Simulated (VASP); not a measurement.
The system is NiSb.

```
Sb Ni
1.0
     4.04712    0.00000    0.00000
    -2.02356    3.50491    0.00000
     0.00000    0.00000    5.30635
Sb Ni
2 2
Direct
  0.33333 0.66667 0.25000
  0.66667 0.33333 0.75000
  0.00000 0.00000 0.00000
  0.00000 0.00000 0.50000
```

| Property | Result |
| --- | --- |
| Program | VASP 6.6.1 |
| Task | relaxation of cell and atoms |
| Functional | PBEsol |
| Potentials or basis | VASP PAW PBE potentials, release 64 (Sb, Ni) |
| Cutoff | 600 eV |
| k mesh | 6 × 6 × 4 |
| Occupations | gaussian, width 0.1 eV |
| Spin | no spin polarisation |

At the start: pressure -10.7 GPa; volume 18.82 Å³/atom.

**Question.** Where does the relaxation end?

**Answer.** Over 4 steps the energy falls by 73.3 meV/atom and the volume is 16.84 Å³/atom (-10.5 %); space group P6_3/mmc (No. 194, to 0.1 Å) before and after.

Step by step:
| step | energy change (eV) | largest force (eV/Å) | pressure (GPa) | volume (Å³) |
| --- | --- | --- | --- | --- |
| 1 | 0.0000 | 0.0000 | -10.74 | 75.27 |
| 2 | -0.1122 | 0.0000 | 12.33 | 62.35 |
| 3 | -0.2930 | 0.0000 | -0.12 | 67.51 |
| 4 | -0.2930 | 0.0000 | 0.16 | 67.36 |

Final structure:
```yaml
crystal:
  lattice:
    - [3.89978, 0.00000, 0.00000]
    - [-1.94989, 3.37731, 0.00000]
    - [0.00000, 0.00000, 5.11458]
  atoms:
    - { symbol: Sb, position: [0.33333, 0.66667, 0.25000] }
    - { symbol: Sb, position: [0.66667, 0.33333, 0.75000] }
    - { symbol: Ni, position: [0.00000, 0.00000, 0.00000] }
    - { symbol: Ni, position: [0.00000, 0.00000, 0.50000] }
```

Caveat: the PAW data sets were made with another functional, which shifts forces and pressure a little.
